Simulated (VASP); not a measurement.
Set up this calculation in VASP 6.6.1, as the native input.

- Task: single point
- Functional: PBE
- Dispersion: D3(BJ)
- Potentials or basis: VASP PAW PBE potentials, release 64 (Sn_d, O)
- Cutoff: 520 eV
- k mesh: 6 × 6 × 6
- Occupations: fermi-dirac, width 0.02 eV
- Spin: no spin polarisation
- Dipole correction: no
- Further INCAR settings: ALGO = Normal; EDIFF = 1e-07; NBANDS = 28

The structure of SnO (Romarchite) lies in POSCAR:

```
SnO
1.0
    3.8352661195      0.0000000000      0.0000000000
    0.0000000000      3.8352661195      0.0000000000
    0.0000000000      0.0000000000      4.7605544001
Sn O
2 2
Direct
    0.5000000000      0.0000000000      0.2435793413
    0.0000000000      0.5000000000      0.7564206587
    0.0000000000      0.0000000000      0.0000000000
    0.5000000000      0.5000000000      0.0000000000
```

The input as run:

INCAR

```
SYSTEM = SnO
ALGO     = Normal         ! electronic algorithm
EDIFF    = 1E-7           ! SCF threshold, eV
ENCUT    = 520            ! plane-wave cutoff, eV
GGA      = PE             ! functional
ISIF     = 2              ! what is computed and relaxed
ISMEAR   = -1             ! smearing method
IVDW     = 12             ! dispersion correction
LASPH    = .True.         ! aspherical terms in the spheres
LCHARG   = .True.         ! write CHGCAR
LELF     = .True.         ! ELF
LREAL    = .False.        ! projectors in reciprocal space
LVHAR    = .True.       
LWAVE    = .False.        ! write WAVECAR
NBANDS   = 28             ! bands
NELM     = 80             ! most SCF steps
PREC     = Accurate       ! precision mode
SIGMA    = 0.02           ! smearing width, eV
```

KPOINTS

```
k-points
0
Gamma
  6 6 6
  0 0 0
```

Potentials or basis: VASP PAW PBE potentials, release 64 (Sn_d, O).

The run is started by

```sh
$ cat potpaw_PBE.64/Sn_d/POTCAR potpaw_PBE.64/O/POTCAR > POTCAR
$ mpirun -np 1 vasp_std > vasp.out
```

Results of the run:

| Quantity | Value |
| --- | --- |
| Pressure | 0.2 GPa |
| Largest force | 0.079 eV/Å |
| Band gap on the k mesh | zero (filled and empty bands overlap) |
| Dispersion energy per atom | -0.235 eV |

Caveat: spin-orbit coupling is left out, which moves the levels of the heavy elements; pairwise dispersion overbinds metals, which lowers pressure and volume.

It took 56 s on 1 thread of Intel(R) Xeon(R) 6975P-C (Granite Rapids), on a shared host, peak memory 0.21 GiB.
